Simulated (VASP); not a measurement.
# InSe2 (P4/nmm) in VASP: a series of runs

InSe2 is run at these levels: PBEsol, r2SCAN; tasks: single point.

Program: VASP 6.6.1. These are calculated values, not measurements. Logs are shortened: lines on timing, memory, paths and dates and some standing lists are left out, and cuts for length are marked.

**1. The cell of the first run**

It takes space group P4/nmm (No. 129, tetragonal). Conventional cell: a = 3.895 Å, b = 3.895 Å, c = 9.626 Å, α = 90.00°, β = 90.00°, γ = 90.00°. In (site symmetry 4mm) has 9 Se at 2.84 to 3.43 Å within 3.7 Å. Se (site symmetry 4mm) has 5 In at 2.84 to 3.28 Å within 3.7 Å. Se (site symmetry -4m2) has 4 Se at 2.75 Å and 4 In at 3.43 Å within 3.6 Å.

**2. Single point, PBEsol**

INCAR

```
PREC = Accurate
ENCUT = 520
EDIFF = 1E-6
ISMEAR = 0
SIGMA = 0.1
LREAL = F
LASPH = T
NELM = 80
ALGO = Normal
ISIF = 2
LWAVE = F
LCHARG = F
GGA = PS
NBANDS = 34
```

KPOINTS

```
regular mesh
0
Gamma
  6 6 2
```

POSCAR

```
InSe2
1.0
    3.8948930000      0.0000000000      0.0000000000
    0.0000000000      3.8948930000      0.0000000000
    0.0000000000      0.0000000000      9.6262310000
In Se
2 4
Direct
    0.0000000000      0.5000000000      0.7064680000
    0.5000000000      0.0000000000      0.2935320000
    0.0000000000      0.5000000000      0.3662120000
    0.5000000000      0.0000000000      0.6337880000
    0.0000000000      0.0000000000      0.0000000000
    0.5000000000      0.5000000000      0.0000000000
```

Potentials or basis: VASP PAW PBE potentials, release 64 (In_d, Se).

Started as:

```sh
$ cat potpaw_PBE.64/In_d/POTCAR potpaw_PBE.64/Se/POTCAR > POTCAR
$ mpirun -np 1 vasp_std > vasp.out
```

OUTCAR:

```text
PREC = Accurate
   ENCUT = 520
   EDIFF = 1E-6
   ISMEAR = 0
   LREAL = F
   LASPH = T
   NELM = 80
   ISIF = 2
   GGA = PS

 ion  position               nearest neighbor table
   1  0.000  0.500  0.706-   4 2.84   4 2.84   4 2.84   4 2.84   3 3.28
   2  0.500  0.000  0.294-   3 2.84   3 2.84   3 2.84   3 2.84   4 3.28
   3  0.000  0.500  0.366-   2 2.84   2 2.84   2 2.84   2 2.84   1 3.28
   4  0.500  0.000  0.634-   1 2.84   1 2.84   1 2.84   1 2.84   2 3.28
   5  0.000  0.000  0.000-   6 2.75   6 2.75   6 2.75   6 2.75
   6  0.500  0.500  0.000-   5 2.75   5 2.75   5 2.75   5 2.75

  LATTYP: Found a simple tetragonal cell.
 ALAT       =     3.8948930000
 C/A-ratio  =     2.4715007575

  Lattice vectors:

 A1 = (   3.8948930000,   0.0000000000,   0.0000000000)
 A2 = (   0.0000000000,   3.8948930000,   0.0000000000)
 A3 = (   0.0000000000,   0.0000000000,   9.6262310000)

Analysis of symmetry for initial positions (statically):
=====================================================================
 Subroutine PRICEL returns:
 Original cell was already a primitive cell.

 Routine SETGRP: Setting up the symmetry group for a
 simple tetragonal supercell.

 Subroutine GETGRP returns: Found 16 space group operations
 (whereof  8 operations were pure point group operations)
 out of a pool of 16 trial point group operations.

The static configuration has the point symmetry D_2d.
 The point group associated with its full space group is D_4h.

Analysis of symmetry for dynamics (positions and initial velocities):
=====================================================================
 Subroutine PRICEL returns:
 Original cell was already a primitive cell.

 Routine SETGRP: Setting up the symmetry group for a
 simple tetragonal supercell.

 Subroutine GETGRP returns: Found 16 space group operations
 (whereof  8 operations were pure point group operations)
 out of a pool of 16 trial point group operations.

The dynamic configuration has the point symmetry D_2d.
 The point group associated with its full space group is D_4h.

 Subroutine INISYM returns: Found 16 space group operations
 (whereof  8 operations are pure point group operations),
 and found     1 'primitive' translations

----------------------------------------------------------------------------------------

                                     Primitive cell

  volume of cell :     146.0318

  direct lattice vectors                    reciprocal lattice vectors
     3.894893000  0.000000000  0.000000000     0.256746463  0.000000000  0.000000000
     0.000000000  3.894893000  0.000000000     0.000000000  0.256746463  0.000000000
     0.000000000  0.000000000  9.626231000     0.000000000  0.000000000  0.103882818

  length of vectors
     3.894893000  3.894893000  9.626231000     0.256746463  0.256746463  0.103882818

  position of ions in fractional coordinates (direct lattice)
     0.000000000  0.500000000  0.706468000
     0.500000000  0.000000000  0.293532000
     0.000000000  0.500000000  0.366212000
     0.500000000  0.000000000  0.633788000
     0.000000000  0.000000000  0.000000000
     0.500000000  0.500000000  0.000000000

  ion indices of the primitive-cell ions
   primitive index   ion index
                 1           1
                 2           2
                 3           3
                 4           4
                 5           5
                 6           6

----------------------------------------------------------------------------------------

 KPOINTS: regular mesh

Automatic generation of k-mesh.
 Grid dimensions read from file:
 generate k-points for:    6    6    2

 Generating k-lattice:

  Cartesian coordinates                     Fractional coordinates (reciprocal lattice)
     0.042791077  0.000000000  0.000000000     0.166666667  0.000000000  0.000000000
     0.000000000  0.042791077  0.000000000     0.000000000  0.166666667  0.000000000
     0.000000000  0.000000000  0.051941409     0.000000000  0.000000000  0.500000000

  Length of vectors
     0.042791077  0.042791077  0.051941409

  Shift w.r.t. Gamma in fractional coordinates (k-lattice)
     0.000000000  0.000000000  0.000000000

 Subroutine IBZKPT returns following result:
 ===========================================

 Found     20 irreducible k-points:

 Following reciprocal coordinates:
            Coordinates               Weight
  0.000000  0.000000  0.000000      1.000000
  0.166667  0.000000  0.000000      4.000000
  0.333333  0.000000  0.000000      4.000000
  0.500000  0.000000  0.000000      2.000000
  0.166667  0.166667  0.000000      4.000000
  0.333333  0.166667  0.000000      8.000000
[... 12 lines left out ...]
  0.500000  0.333333  0.500000      4.000000
  0.500000  0.500000  0.500000      1.000000
   k-points           NKPTS =     20   k-points in BZ     NKDIM =     20   number of bands    NBANDS=     34
   number of dos      NEDOS =    301   number of ions     NIONS =      6
   total plane-waves  NPLWV =  64800
   dimension x,y,z NGX =    30 NGY =   30 NGZ =   72
   dimension x,y,z NGXF=    60 NGYF=   60 NGZF=  144
   ions per type =               2   4
   NGX,Y,Z   is equivalent  to a cutoff of  12.80, 12.80, 12.43 a.u.
   NGXF,Y,Z  is equivalent  to a cutoff of  25.61, 25.61, 24.87 a.u.
 SYSTEM =  unknown system
   PREC   = accura    normal or accurate (medium, high low for compatibility)
   ISTART =      0    job   : 0-new  1-cont  2-samecut
   ICHARG =      2    charge: 1-file 2-atom 10-const
   ISPIN  =      1    spin polarized calculation?
   LNONCOLLINEAR =      F non collinear calculations
   LSORBIT =      F    spin-orbit coupling
   LASPH  =      T    aspherical Exc in radial PAW
   ENCUT  =  520.0 eV  38.22 Ry    6.18 a.u.   7.24  7.24 17.90*2*pi/ulx,y,z
   NELM   =     80;   NELMIN=  2; NELMDL= -5     # of ELM steps
   EDIFF  = 0.1E-05   stopping-criterion for ELM
   LREAL  =      F    real-space projection
   EDIFFG = 0.1E-04   stopping-criterion for IOM
   NSW    =      0    number of steps for IOM
   IBRION =     -1    ionic relax: 0-MD 1-quasi-New 2-CG
   NFREE  =      0    steps in history (QN), initial steepest desc. (CG)
   ISIF   =      2    stress and relaxation
   ISYM   =      2    0-nonsym 1-usesym 2-fastsym
   POTIM  = 0.5000    time-step for ionic-motion
   TEBEG  =    0.0;   TEEND  =   0.0 temperature during run
   PSTRESS=    0.0 pullay stress
   NELECT =      50.0000    total number of electrons
   NUPDOWN=      -1.0000    fix difference up-down
   EMIN   =  10.00;   EMAX   =-10.00  energy-range for DOS
   EFERMI =   0.00;   METHOD = LEGACY
   ISMEAR =     0;   SIGMA  =   0.10  broadening in eV -4-tet -1-fermi 0-gaus
   EFERMI_NEDOS =   21; number of points for ismear=-14 and -15
   IALGO  =     38    algorithm
   IMIX   =      4    mixing-type and parameters
     AMIX     =   0.40;   BMIX     =  1.00
     AMIX_MAG =   1.60;   BMIX_MAG =  1.00
  volume/ion in A,a.u.               =      24.34       164.25
  Fermi-wavevector in a.u.,A,eV,Ry     =   1.145291  2.164286 17.846635  1.311691
  Thomas-Fermi vector in A             =   2.281980
   LORBIT       =      0    0 simple, 1 ext, 2 COOP (PROOUT), +10 PAW based schemes
   GGA     = PS    functional components
   LHFCALC =     F    Hartree Fock is set to
   AEXX    =    0.0000 exact exchange contribution
   IVDW    =     0    specifies the selected vdW correction
   LEPSILON=     F    determine dielectric tensor
   LRPA    =     F    only Hartree local field effects (RPA)
 non-spin polarized calculation
 Gauss-broadening in eV      SIGMA  =   0.10
  energy-cutoff  :      520.00
  volume of cell :      146.03
 maximum number of plane-waves:      3972
 NGX is ok and might be reduce to    30
   NGX = 15   NGY = 15   NGZ = 35

 number of electron      49.9999991 magnetization

 Free energy of the ion-electron system (eV)
  ---------------------------------------------------
  ext. energy  EPLUGINS =         0.00000000
  ---------------------------------------------------
  free energy    TOTEN  =       -22.64875300 eV

  energy without entropy =      -22.64100292  energy(sigma->0) =      -22.64487796

 E-fermi :   4.8665     XC(G=0): -10.0437

 val. band max:        4.8610467822   @ k =   0.3333   0.0000   0.0000
 cond. band min:       5.0251994435   @ k =   0.1667   0.0000   0.0000
 fundamental gap:      0.1641526613
 Fermi energy:         4.8665423774

 k-point     1 :       0.0000    0.0000    0.0000
  band No.  band energies     occupation
      1     -10.1247      2.00000
      2      -9.7109      2.00000
      3      -9.6486      2.00000
      4      -9.5098      2.00000
      5      -9.5065      2.00000
      6      -9.4703      2.00000
[... 26 lines left out ...]
     33      11.0884      0.00000
     34      11.1020      0.00000

 k-point     2 :       0.1667    0.0000    0.0000
  band No.  band energies     occupation
      1      -9.9182      2.00000
      2      -9.6756      2.00000
      3      -9.5953      2.00000
      4      -9.4959      2.00000
      5      -9.4915      2.00000
      6      -9.4796      2.00000
[... 26 lines left out ...]
     33      10.5593      0.00000
     34      10.7525      0.00000

 k-point     3 :       0.3333    0.0000    0.0000
  band No.  band energies     occupation
      1      -9.6106      2.00000
      2      -9.6028      2.00000
      3      -9.5243      2.00000
      4      -9.5121      2.00000
      5      -9.4960      2.00000
      6      -9.4949      2.00000
[... 26 lines left out ...]
     33      10.1290      0.00000
     34      10.3569      0.00000
[... 556 lines left out ...]
 k-point    19 :       0.5000    0.3333    0.5000
  band No.  band energies     occupation
      1      -9.7896      2.00000
      2      -9.7896      2.00000
      3      -9.5130      2.00000
      4      -9.5130      2.00000
      5      -9.4988      2.00000
      6      -9.4988      2.00000
[... 26 lines left out ...]
     33      10.5379      0.00000
     34      10.5379      0.00000

 k-point    20 :       0.5000    0.5000    0.5000
  band No.  band energies     occupation
      1      -9.8508      2.00000
      2      -9.8508      2.00000
      3      -9.5073      2.00000
      4      -9.5073      2.00000
      5      -9.5069      2.00000
      6      -9.5069      2.00000
[... 26 lines left out ...]
     33      10.2791      0.00000
     34      10.2791      0.00000

------------------------ aborting loop because EDIFF is reached ----------------------------------------

  FORCE on cell =-STRESS in cart. coord.  units (eV):
  Direction    XX          YY          ZZ          XY          YZ          ZX
  --------------------------------------------------------------------------------------
  -------------------------------------------------------------------------------------
  Total       -3.5180517     -3.5180517     -2.2500293      0.0000000      0.0000000      0.0000000
  in kB      -38.5980587    -38.5980587    -24.6860392      0.0000000      0.0000000      0.0000000
  external PRESSURE =     -33.9607189 kB  Pullay stress =       0.0000000 kB

 VOLUME and BASIS-vectors are now :
 -----------------------------------------------------------------------------
  energy-cutoff  :      520.00
  volume of cell :      146.03
      direct lattice vectors                 reciprocal lattice vectors
     3.894893000  0.000000000  0.000000000     0.256746463  0.000000000  0.000000000
     0.000000000  3.894893000  0.000000000     0.000000000  0.256746463  0.000000000
     0.000000000  0.000000000  9.626231000     0.000000000  0.000000000  0.103882818

 POSITION                                       TOTAL-FORCE (eV/Angst)
 -----------------------------------------------------------------------------------
      0.00000      1.94745      6.80062        -0.000000      0.000000      0.009503
      1.94745      0.00000      2.82561         0.000000      0.000000     -0.009503
      0.00000      1.94745      3.52524         0.000000      0.000000     -0.093018
      1.94745      0.00000      6.10099         0.000000     -0.000000      0.093018
      0.00000      0.00000      0.00000        -0.000000      0.000000     -0.000000
      1.94745      1.94745      0.00000         0.000000     -0.000000     -0.000000
 -----------------------------------------------------------------------------------
    total drift:                                0.000000      0.000000      0.000000

  FREE ENERGIE OF THE ION-ELECTRON SYSTEM (eV)
  ---------------------------------------------------
  free  energy   TOTEN  =       -22.6487529963 eV

  energy  without entropy=      -22.6410029215  energy(sigma->0) =      -22.64487796
```

Wall time 73 s (1 thread of Intel Xeon Platinum 8488C (Sapphire Rapids), shared host); peak memory 0.28 GiB.

Results:

* Free energy: -22.6488 eV
* Pressure: -3.4 GPa
* Largest force: 0.093 eV/Å
* Band gap on the k mesh: zero (band 25 reaches 5.40 eV, above the bottom of band 26 at 3.48 eV)

Forces in eV/Å, atoms in the order of the input:
```
In   0.000  0.000  0.010
In   0.000  0.000 -0.010
Se   0.000  0.000 -0.093
Se   0.000  0.000  0.093
Se   0.000  0.000  0.000
Se   0.000  0.000  0.000
```

Levels at points of the mesh, in eV from the Fermi level:
| k point | band 21 | band 22 | band 23 | band 24 | band 25 | band 26 | band 27 | band 28 | band 29 | band 30 |
| --- | --- | --- | --- | --- | --- | --- | --- | --- | --- | --- |
| (0.00, 0.00, 0.00) | -2.31 | -2.02 | -1.66 | -1.66 | 0.34 | 0.61 | 2.97 | 2.97 | 3.35 | 4.38 |
| (0.50, 0.00, 0.00) | -1.72 | -1.72 | -1.18 | -1.18 | -0.91 | -0.91 | 1.76 | 1.76 | 3.06 | 3.06 |
| (0.50, 0.50, 0.00) | -3.57 | -3.57 | -1.40 | -1.40 | -1.00 | -1.00 | 2.71 | 2.71 | 3.91 | 3.91 |
| (0.00, 0.00, 0.50) | -2.38 | -1.60 | -1.60 | -1.14 | 0.34 | 0.66 | 2.06 | 2.97 | 2.97 | 3.60 |
| (0.50, 0.00, 0.50) | -1.52 | -1.52 | -0.92 | -0.92 | -0.87 | -0.87 | 1.18 | 1.18 | 3.45 | 3.45 |
| (0.50, 0.50, 0.50) | -3.41 | -3.41 | -1.64 | -1.64 | -1.38 | -1.38 | 3.54 | 3.54 | 4.60 | 4.60 |

Caveat: the PAW data sets were made with another functional, which shifts forces and pressure a little; spin-orbit coupling is left out, which moves the levels of the heavy elements.

**3. Single point, r2SCAN**

POSCAR is that of step 2.

INCAR.step1

```
SYSTEM = InSe2
  PREC = Accurate
  ENCUT = 520
  ISMEAR = 0
  SIGMA = 0.1
  LREAL = .False.
  LASPH = .True.
  NELM = 100
  NBANDS = 34
  GGA = PE
  ALGO = Normal
  EDIFF = 1E-4
  LWAVE = .True.
  LCHARG = .False.
```

INCAR.step2

```
SYSTEM = InSe2
  PREC = Accurate
  ENCUT = 520
  EDIFF = 1E-7
  ISMEAR = 0
  SIGMA = 0.1
  LREAL = .False.
  LASPH = .True.
  NELM = 100
  ALGO = Normal
  ISIF = 2
  LWAVE = .False.
  LCHARG = .False.
  METAGGA = R2SCAN
  LMIXTAU = .True.
  NBANDS = 34
  ISTART = 1
```

KPOINTS

```
Automatic mesh
0
Gamma
  10 10 4
  0 0 0
```

Potentials or basis: VASP PAW PBE potentials, release 64 (In_d, Se).

Started as:

```sh
$ cat potpaw_PBE.64/In_d/POTCAR potpaw_PBE.64/Se/POTCAR > POTCAR
$ cp INCAR.step1 INCAR
$ mpirun -np 1 vasp_std > vasp.out
$ cp INCAR.step2 INCAR
$ mpirun -np 1 vasp_std > vasp.out
```

Wall time 16 min (1 thread of Intel Xeon 6975P-C, shared host); peak memory 0.44 GiB.

Results (log left out):

| Item | Value |
| --- | --- |
| Free energy | -103.9736 eV |
| Pressure | -1.7 GPa |
| Largest force | 0.158 eV/Å |
| Band gap on the k mesh | zero (band 25 reaches 5.74 eV, above the bottom of band 26 at 3.43 eV) |

Forces in eV/Å, atoms in the order of the input:
```
In   0.000  0.000 -0.111
In   0.000  0.000  0.111
Se   0.000  0.000 -0.158
Se   0.000  0.000  0.158
Se   0.000  0.000  0.000
Se   0.000  0.000  0.000
```

Stress tensor (GPa, compression positive):
```
-2.20  0.00  0.00
 0.00 -2.20  0.00
 0.00  0.00 -0.83
```

Levels at points of the mesh, in eV from the Fermi level:
| k point | band 22 | band 23 | band 24 | band 25 | band 26 | band 27 | band 28 | band 29 |
| --- | --- | --- | --- | --- | --- | --- | --- | --- |
| (0.00, 0.00, 0.00) | -1.96 | -1.96 | -1.86 | 0.12 | 0.59 | 2.98 | 2.98 | 3.68 |
| (0.50, 0.00, 0.00) | -1.99 | -1.32 | -1.32 | -1.20 | -1.20 | 1.83 | 1.83 | 3.43 |
| (0.50, 0.50, 0.00) | -3.62 | -1.69 | -1.69 | -1.19 | -1.19 | 3.03 | 3.03 | 4.25 |
| (0.00, 0.00, 0.50) | -1.90 | -1.90 | -1.06 | 0.12 | 0.65 | 2.33 | 2.98 | 2.98 |
| (0.50, 0.00, 0.50) | -1.63 | -1.21 | -1.21 | -1.13 | -1.13 | 1.34 | 1.34 | 3.77 |
| (0.50, 0.50, 0.50) | -3.45 | -1.92 | -1.92 | -1.56 | -1.56 | 3.82 | 3.82 | 4.70 |

Caveat: the PAW data sets were made with another functional, which shifts forces and pressure a little; spin-orbit coupling is left out, which moves the levels of the heavy elements.
